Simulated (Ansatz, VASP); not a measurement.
# One calculation of TaZn2B3, two programs

Contents of INCAR:

```
SYSTEM = TaZn2B3
  PREC = Accurate
  ENCUT = 600
  EDIFF = 1E-6
  ISMEAR = 0
  SIGMA = 0.1
  LREAL = .False.
  LASPH = .True.
  NELM = 100
  ALGO = Normal
  ISIF = 3
  LWAVE = .False.
  LCHARG = .False.
  GGA = PE
  IBRION = 2
  NSW = 100
  EDIFFG = -0.01
```

The input KPOINTS:

```
Automatic mesh
0
Gamma
  10 10 6
  0 0 0
```

POSCAR

```
TaZn2B3
1.0
    3.5637645895      0.0000000000      0.0000000000
    0.0000000000      3.5637645895      0.0000000000
    0.0000000000      0.0000000000      7.6656486280
Ta Zn B
1 2 3
Direct
    0.0000000000      0.0000000000      0.5000000000
    0.5000000000      0.5000000000      0.5000000000
    0.5000000000      0.5000000000      0.0000000000
    0.0000000000      0.0000000000      0.7935703387
    0.0000000000      0.0000000000      0.2064296613
    0.0000000000      0.0000000000      0.0000000000
```

Input for Ansatz:

```yaml
crystal:
  lattice:
    - [3.5637645895, 0.0, 0.0]
    - [0.0, 3.5637645895, 0.0]
    - [0.0, 0.0, 7.665648628]
  atoms:
    - { symbol: Ta, position: [0.0, 0.0, 0.5] }
    - { symbol: Zn, position: [0.5, 0.5, 0.5] }
    - { symbol: Zn, position: [0.5, 0.5, 0.0] }
    - { symbol: B, position: [0.0, 0.0, 0.7935703387] }
    - { symbol: B, position: [0.0, 0.0, 0.2064296613] }
    - { symbol: B, position: [0.0, 0.0, 0.0] }
basis:
  ecutwfc: 420
kpoints:
  mp_grid: { grid: [10, 10, 6] }
hamiltonian:
  xc: pbe
scf:
  occupations: { method: gaussian, width: 0.1 }
output:
  forces: true
  stress: true
  eigenvalues: true
  write_density: true
  write_potential: true
  elf: true
  volumetric_format: npy
relax:
  adjacent_minimum: "off"
  f_tol: 0.01
  max_steps: 80
  cell: { stress_tol: 0.05 }
```

Alike in both runs: task relaxation of cell and atoms; functional PBE; k mesh 10 × 10 × 6; occupations gaussian, width 0.1 eV; no spin polarisation.

|  | VASP | Ansatz |
| --- | --- | --- |
| version | VASP 6.6.1 | Ansatz 0.2.0 |
| potentials or method | VASP PAW PBE potentials, release 64 (Ta_pv, Zn, B), cutoff 600 eV | scalar-relativistic, plane waves, PAW |
| valence electrons in the cell | 44 | 46 |

|  | VASP | Ansatz | Ansatz less VASP |
| --- | --- | --- | --- |
| gap on the k mesh at the Fermi level, each at its own relaxed structure (eV) | none | none | - |
| relaxed volume (Å³/atom) | 16.31 | 16.29 | -0.018 |
| relaxed length of the cell vector where the two differ most in proportion (Å) | 3.575 | 3.573 | -0.0020 |

A gap of «none» marks a metal or a gap that the smearing closes. VASP's potentials hold 44 valence electrons a cell and Ansatz's 46, so a difference there can come from the potentials and not from the codes.

Spin-orbit coupling is off throughout.
